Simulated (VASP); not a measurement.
Runs of VASP 6.6.1 on CdTe. The structure is that of space group F-43m (No. 216), or close to it. The cells are those of the table. 

```csv
task,cell,gap on the mesh (eV),pressure (GPa)
relaxation of the atoms,"atoms relaxed from a = 4.441 Å, angles 60.0°, 2 atoms",1.07,8.2
single point,"a = 4.499 Å, angles 60.0°, 2 atoms",0.94,5.7
relaxation of the atoms,"atoms relaxed from a = 4.499 Å, angles 60.0°, 2 atoms",0.94,5.7
single point,"a = 4.381 Å, angles 60.0°, 2 atoms",1.20,11.4
single point,"a = 4.463, b = 4.463, c = 4.441 Å, angles 60.2, 60.2, 59.7°, 2 atoms",1.02,(a)
single point,"a = 4.418, b = 4.418, c = 4.441 Å, angles 59.8, 59.8, 60.3°, 2 atoms",1.07,9.0
relaxation of the atoms,"atoms relaxed from a = 4.463, b = 4.463, c = 4.441 Å, angles 60.2, 60.2, 59.7°, 2 atoms",1.02,7.5
electric field gradients,"a = 4.441 Å, angles 60.0°, 2 atoms",1.07,8.2
single point,"a = 4.350 Å, angles 60.0°, 2 atoms",1.26,13.2
single point,"a = 4.411 Å, angles 60.0°, 2 atoms",1.13,(b)
relaxation of the atoms,"atoms relaxed from a = 4.350 Å, angles 60.0°, 2 atoms",1.26,13.2
single point,"a = 4.470 Å, angles 60.0°, 2 atoms",1.00,6.9
```

Alike in all rows: level PBE; potentials or basis VASP PAW PBE potentials, release 64 (Cd, Te); no spin polarisation; k mesh 12 × 12 × 12; cutoff (eV) 520; smearing fermi-dirac 0.02 eV.

Problem. Fill in the values left out.

Solution. (a) 7.6; (b) 9.7.

Caveats: spin-orbit coupling is left out, which moves the levels of the heavy elements; the cell stands under pressure (at least some runs); the relaxation stopped at its first step, so nothing moved (at least some runs).

A k mesh can miss the band edges, and the runs leave out spin-orbit coupling on Cd, Te.
